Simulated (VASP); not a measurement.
# Ba3As2 (Fm-3m) in VASP: relaxation of cell and atoms with PBE

Aim: the relaxation of cell and atoms of Ba3As2 with PBE.

Program: VASP 6.6.1. These are calculated values, not measurements. Logs are shortened: lines on timing, memory, paths and dates and some standing lists are left out, and cuts for length are marked.

## (1) The cell of the first run

The structure is cubic, space group Fm-3m (No. 225). Conventional cell: a = 11.411 Å, b = 11.411 Å, c = 11.411 Å, α = 90.00°, β = 90.00°, γ = 90.00°. Ba (site symmetry 4mm) has 2 As at 2.72 to 2.99 Å within 3.6 Å. As (site symmetry -43m) has 12 Ba at 4.04 Å and 8 As at 4.94 Å within 5.3 Å. Within 3.6 Å of As (site symmetry m-3m) lie 6 Ba at 2.72 Å. As (site symmetry m-3m) has 6 Ba at 2.99 Å within 3.9 Å.

## (2) Relaxation of cell and atoms, PBE

INCAR reads:

```
ALGO = Normal ; EDIFF = 1E-6
EDIFFG = -0.08 ; ENCUT = 600
GGA = PE ; IBRION = 2
ISIF = 3 ; ISMEAR = 0
LASPH = T ; LCHARG = F
LREAL = F ; LWAVE = F
NELM = 80 ; NSW = 36
PREC = Accurate ; SIGMA = 0.2
```

KPOINTS reads:

```
k-points
0
Gamma
  3 3 3
```

POSCAR reads:

```
Ba3As2
1.0
    0.0000000000      5.7054728800      5.7054728800
    5.7054728800      0.0000000000      5.7054728800
    5.7054728800      5.7054728800      0.0000000000
Ba As
6 4
Direct
    0.7383996800      0.2616003200      0.2616003200
    0.2616003200      0.7383996800      0.7383996800
    0.2616003200      0.7383996800      0.2616003200
    0.7383996800      0.2616003200      0.7383996800
    0.2616003200      0.2616003200      0.7383996800
    0.7383996800      0.7383996800      0.2616003200
    0.2500000000      0.2500000000      0.2500000000
    0.5000000000      0.5000000000      0.5000000000
    0.7500000000      0.7500000000      0.7500000000
    0.0000000000      0.0000000000      0.0000000000
```

Potentials or basis: VASP PAW PBE potentials, release 64 (Ba_sv, As).

Launch:

```sh
$ cat potpaw_PBE.64/Ba_sv/POTCAR potpaw_PBE.64/As/POTCAR > POTCAR
$ mpirun -np 1 vasp_std > vasp.out
```

OUTCAR:

```text
EDIFF = 1E-6
   EDIFFG = -0.08
   ENCUT = 600
   GGA = PE
   IBRION = 2
   ISIF = 3
   ISMEAR = 0
   LASPH = T
   LREAL = F
   NELM = 80
   NSW = 36
   PREC = Accurate

 ion  position               nearest neighbor table
   1  0.738  0.262  0.262-   8 2.72  10 2.99   5 3.85   6 3.85   3 3.85   4 3.85   5 4.22   3 4.22
                             4 4.22   6 4.22
   2  0.262  0.738  0.738-   8 2.72  10 2.99   5 3.85   6 3.85   3 3.85   4 3.85   5 4.22   3 4.22
                             4 4.22   6 4.22
   3  0.262  0.738  0.262-   8 2.72  10 2.99   5 3.85   6 3.85   1 3.85   2 3.85   5 4.22   2 4.22
                             1 4.22   6 4.22
   4  0.738  0.262  0.738-   8 2.72  10 2.99   5 3.85   6 3.85   1 3.85   2 3.85   5 4.22   2 4.22
                             1 4.22   6 4.22
   5  0.262  0.262  0.738-   8 2.72  10 2.99   3 3.85   4 3.85   1 3.85   2 3.85   3 4.22   2 4.22
                             1 4.22   4 4.22
   6  0.738  0.738  0.262-   8 2.72  10 2.99   3 3.85   4 3.85   1 3.85   2 3.85   1 4.22   4 4.22
                             3 4.22   2 4.22
   7  0.250  0.250  0.250-
   8  0.500  0.500  0.500-   1 2.72   2 2.72   3 2.72   4 2.72   5 2.72   6 2.72
   9  0.750  0.750  0.750-
  10  0.000  0.000  0.000-   1 2.99   2 2.99   3 2.99   4 2.99   5 2.99   6 2.99

  LATTYP: Found a face centered cubic cell.
 ALAT       =    11.4109457600

  Lattice vectors:

 A1 = (   0.0000000000,   5.7054728800,   5.7054728800)
 A2 = (   5.7054728800,   0.0000000000,   5.7054728800)
 A3 = (   5.7054728800,   5.7054728800,   0.0000000000)

Analysis of symmetry for initial positions (statically):
=====================================================================
 Subroutine PRICEL returns:
 Original cell was already a primitive cell.

 Routine SETGRP: Setting up the symmetry group for a
 face centered cubic supercell.

 Subroutine GETGRP returns: Found 48 space group operations
 (whereof 48 operations were pure point group operations)
 out of a pool of 48 trial point group operations.

The static configuration has the point symmetry O_h .

Analysis of symmetry for dynamics (positions and initial velocities):
=====================================================================
 Subroutine PRICEL returns:
 Original cell was already a primitive cell.

 Routine SETGRP: Setting up the symmetry group for a
 face centered cubic supercell.

 Subroutine GETGRP returns: Found 48 space group operations
 (whereof 48 operations were pure point group operations)
 out of a pool of 48 trial point group operations.

The dynamic configuration has the point symmetry O_h .

[... 83 lines left out ...]
 SYSTEM =  unknown system
   PREC   = accura    normal or accurate (medium, high low for compatibility)
   ISTART =      0    job   : 0-new  1-cont  2-samecut
   ICHARG =      2    charge: 1-file 2-atom 10-const
   ISPIN  =      1    spin polarized calculation?
   LNONCOLLINEAR =      F non collinear calculations
   LSORBIT =      F    spin-orbit coupling
   LASPH  =      T    aspherical Exc in radial PAW
   ENCUT  =  600.0 eV  44.10 Ry    6.64 a.u.  16.12 16.12 16.12*2*pi/ulx,y,z
   NELM   =     80;   NELMIN=  2; NELMDL= -5     # of ELM steps
   EDIFF  = 0.1E-05   stopping-criterion for ELM
   LREAL  =      F    real-space projection
   EDIFFG = -.8E-01   stopping-criterion for IOM
   NSW    =     36    number of steps for IOM
   IBRION =      2    ionic relax: 0-MD 1-quasi-New 2-CG
   NFREE  =      1    steps in history (QN), initial steepest desc. (CG)
   ISIF   =      3    stress and relaxation
   ISYM   =      2    0-nonsym 1-usesym 2-fastsym
   POTIM  = 0.5000    time-step for ionic-motion
   TEBEG  =    0.0;   TEEND  =   0.0 temperature during run
   PSTRESS=    0.0 pullay stress
   NELECT =      80.0000    total number of electrons
   NUPDOWN=      -1.0000    fix difference up-down
   EMIN   =  10.00;   EMAX   =-10.00  energy-range for DOS
   EFERMI =   0.00;   METHOD = LEGACY
   ISMEAR =     0;   SIGMA  =   0.20  broadening in eV -4-tet -1-fermi 0-gaus
   EFERMI_NEDOS =   21; number of points for ismear=-14 and -15
   IALGO  =     38    algorithm
   IMIX   =      4    mixing-type and parameters
     AMIX     =   0.40;   BMIX     =  1.00
     AMIX_MAG =   1.60;   BMIX_MAG =  1.00
  volume/ion in A,a.u.               =      37.15       250.67
  Fermi-wavevector in a.u.,A,eV,Ry     =   0.981303  1.854394 13.101809  0.962956
  Thomas-Fermi vector in A             =   2.112299
   LORBIT       =      0    0 simple, 1 ext, 2 COOP (PROOUT), +10 PAW based schemes
   GGA     = PE    functional components
   LHFCALC =     F    Hartree Fock is set to
   AEXX    =    0.0000 exact exchange contribution
   IVDW    =     0    specifies the selected vdW correction
   LEPSILON=     F    determine dielectric tensor
   LRPA    =     F    only Hartree local field effects (RPA)
 conjugate gradient relaxation of ions
 non-spin polarized calculation
 Gauss-broadening in eV      SIGMA  =   0.20
  energy-cutoff  :      600.00
  volume of cell :      371.45
 maximum number of plane-waves:     12398
   NGX = 33   NGY = 33   NGZ = 33

--------------------------------------- Ionic step        1  -------------------------------------------

 number of electron      79.9999998 magnetization

 Free energy of the ion-electron system (eV)
  ---------------------------------------------------
  ext. energy  EPLUGINS =         0.00000000
  ---------------------------------------------------
  free energy    TOTEN  =       -32.99422886 eV

  energy without entropy =      -32.95780653  energy(sigma->0) =      -32.97601770

------------------------ aborting loop because EDIFF is reached ----------------------------------------

  FORCE on cell =-STRESS in cart. coord.  units (eV):
  Direction    XX          YY          ZZ          XY          YZ          ZX
  --------------------------------------------------------------------------------------
  -------------------------------------------------------------------------------------
  Total       22.7619124     22.7619124     22.7619124      0.0000000      0.0000000     -0.0000000
  in kB       98.1780491     98.1780491     98.1780491      0.0000000      0.0000000     -0.0000000
  external PRESSURE =      98.1780491 kB  Pullay stress =       0.0000000 kB
[... 163 lines left out ...]
--------------------------------------- Ionic step        5  -------------------------------------------

 number of electron      80.0000005 magnetization

 Free energy of the ion-electron system (eV)
  ---------------------------------------------------
  ext. energy  EPLUGINS =         0.00000000
  ---------------------------------------------------
  free energy    TOTEN  =       -36.59540862 eV

  energy without entropy =      -36.58301656  energy(sigma->0) =      -36.58921259

 E-fermi :   1.5831     XC(G=0):  -7.6208

 val. band max:        1.5154247122   @ k =   0.0000   0.0000   0.0000
 cond. band min:       2.0861510442   @ k =   0.0000   0.0000   0.0000
 fundamental gap:      0.5707263319
 Fermi energy:         1.5831185143

 k-point     1 :       0.0000    0.0000    0.0000
  band No.  band energies     occupation
      1     -26.9409      2.00000
      2     -26.9019      2.00000
      3     -26.9019      2.00000
      4     -26.9019      2.00000
      5     -26.8832      2.00000
      6     -26.8832      2.00000
[... 230 lines left out ...]
  FREE ENERGIE OF THE ION-ELECTRON SYSTEM (eV)
  ---------------------------------------------------
  free  energy   TOTEN  =       -36.5954086172 eV

  energy  without entropy=      -36.5830165551  energy(sigma->0) =      -36.58921259

 reached required accuracy - stopping structural energy minimisation
```

CONTCAR:

```text
Ba3As2
   1.00000000000000
     0.0000000000000000    6.1954957560203949    6.1954957560203949
     6.1954957560203949    0.0000000000000000    6.1954957560203949
     6.1954957560203949    6.1954957560203949   -0.0000000000000000
  Ba              As
     6     4
Direct
     0.7497954916357067    0.2502045083642934    0.2502045083642934
     0.2502045083642934    0.7497954916357067    0.7497954916357067
     0.2502045083642934    0.7497954916357067    0.2502045083642934
     0.7497954916357067    0.2502045083642934    0.7497954916357067
     0.2502045083642934    0.2502045083642934    0.7497954916357067
     0.7497954916357067    0.7497954916357067    0.2502045083642934
     0.2500000000000000    0.2500000000000000    0.2500000000000000
     0.5000000000000000    0.5000000000000000    0.5000000000000000
     0.7500000000000000    0.7500000000000000    0.7500000000000000
     0.0000000000000000    0.0000000000000000    0.0000000000000000

  0.00000000E+00  0.00000000E+00  0.00000000E+00
  0.00000000E+00  0.00000000E+00  0.00000000E+00
  0.00000000E+00  0.00000000E+00  0.00000000E+00
  0.00000000E+00  0.00000000E+00  0.00000000E+00
  0.00000000E+00  0.00000000E+00  0.00000000E+00
  0.00000000E+00  0.00000000E+00  0.00000000E+00
  0.00000000E+00  0.00000000E+00  0.00000000E+00
  0.00000000E+00  0.00000000E+00  0.00000000E+00
  0.00000000E+00  0.00000000E+00  0.00000000E+00
  0.00000000E+00  0.00000000E+00  0.00000000E+00
```

Run time: 13 min. Hardware: 1 thread of Intel Xeon Platinum 8259CL at 2.50GHz (Skylake/Cascade Lake), shared host; peak memory 0.64 GiB.

Results:

| Item | Value |
| --- | --- |
| Free energy | -36.5954 eV |
| Relaxed volume | 47.56 Å³/atom |
| Relaxed cell | a = 8.762 Å, b = 8.762 Å, c = 8.762 Å, α = 60.00°, β = 60.00°, γ = 60.00° |
| Space group after relaxing (to 0.05 Å) | Pm-3m (No. 221) |
| Energy gained by relaxing | 360.1 meV/atom |
| Ionic steps | 5 |
| Pressure after relaxing | -0.1 GPa |
| Largest force after relaxing | 0.032 eV/Å |
| Band gap on the k mesh | zero (filled and empty bands touch) |

Forces in eV/Å, atoms in the order of the input:
```
Ba  -0.032  0.000  0.000
Ba   0.032  0.000  0.000
Ba   0.000 -0.032  0.000
Ba   0.000  0.032  0.000
Ba   0.000  0.000 -0.032
Ba   0.000  0.000  0.032
As   0.000  0.000  0.000
As   0.000  0.000  0.000
As   0.000  0.000  0.000
As   0.000  0.000  0.000
```

Step by step:
```
step  energy change (eV)  largest force (eV/Å)  pressure (GPa)  volume (Å³)
   1              0.0000                3.0940            9.82       371.45
   2             -3.4265                0.1980           -1.44       507.75
   3             -3.5947                0.1618           -0.14       476.21
   4             -3.5940                0.1310           -0.25       478.48
   5             -3.6012                0.0319           -0.11       475.62
```

Final structure:
```cif
data_structure
_symmetry_space_group_name_H-M 'P 1'
_symmetry_Int_Tables_number 1
_cell_length_a 8.7618
_cell_length_b 8.7618
_cell_length_c 8.7618
_cell_angle_alpha 60.000
_cell_angle_beta 60.000
_cell_angle_gamma 60.000
_cell_volume 475.62
loop_
_atom_site_label
_atom_site_type_symbol
_atom_site_fract_x
_atom_site_fract_y
_atom_site_fract_z
_atom_site_occupancy
Ba1 Ba 0.74980 0.25020 0.25020 1
Ba2 Ba 0.25020 0.74980 0.74980 1
Ba3 Ba 0.25020 0.74980 0.25020 1
Ba4 Ba 0.74980 0.25020 0.74980 1
Ba5 Ba 0.25020 0.25020 0.74980 1
Ba6 Ba 0.74980 0.74980 0.25020 1
As1 As 0.25000 0.25000 0.25000 1
As2 As 0.50000 0.50000 0.50000 1
As3 As 0.75000 0.75000 0.75000 1
As4 As 0.00000 0.00000 0.00000 1
```

Caveat: the volume moved by over 15 % at a fixed basis, so the end points are rough; spin-orbit coupling is left out, which moves the levels of the heavy elements; the relaxation stopped at a loose force limit of 0.08 eV/Å, so its end isn't a converged minimum.
